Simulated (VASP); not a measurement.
The system is BaTe.

```
Ba Te
1.0
     0.03532    3.56771    3.56771
     3.56771    0.03532    3.56771
     3.56771    3.56771    0.03532
Ba Te
1 1
Direct
  0.00000 0.00000 0.00000
  0.50000 0.50000 0.50000
```

This cell differs from its parent crystal: strain along [111] +1.5%.

Base run:

| Quantity | Value |
| --- | --- |
| Program | VASP 6.6.1 |
| Functional | PBE |
| Potentials or basis | VASP PAW PBE potentials, release 64 (Ba_sv, Te) |
| Cutoff | 520 eV |
| k mesh | 4 × 4 × 4 |
| Occupations | gaussian, width 0.01 eV |
| Spin | no spin polarisation |

Its results: band gap on the k mesh 1.58 eV (least direct gap 1.96 eV); pressure -0.1 GPa.

**Question.** The run is repeated on the same cell with these changes: functional from PBE to HSE06; further incar settings from ALGO = Normal; EDIFF = 1e-07; NBANDS = 15 to ALGO = Normal; EDIFF = 1e-06; NBANDS = 15. What comes out?

**Answer.** Band gap on the k mesh 2.31 eV (least direct gap 2.73 eV); pressure -0.5 GPa.

Caveats: spin-orbit coupling is left out, which moves the levels of the heavy elements; the PAW data sets were made with another functional, which shifts forces and pressure a little (at least some runs).

A k mesh can miss the band edges.
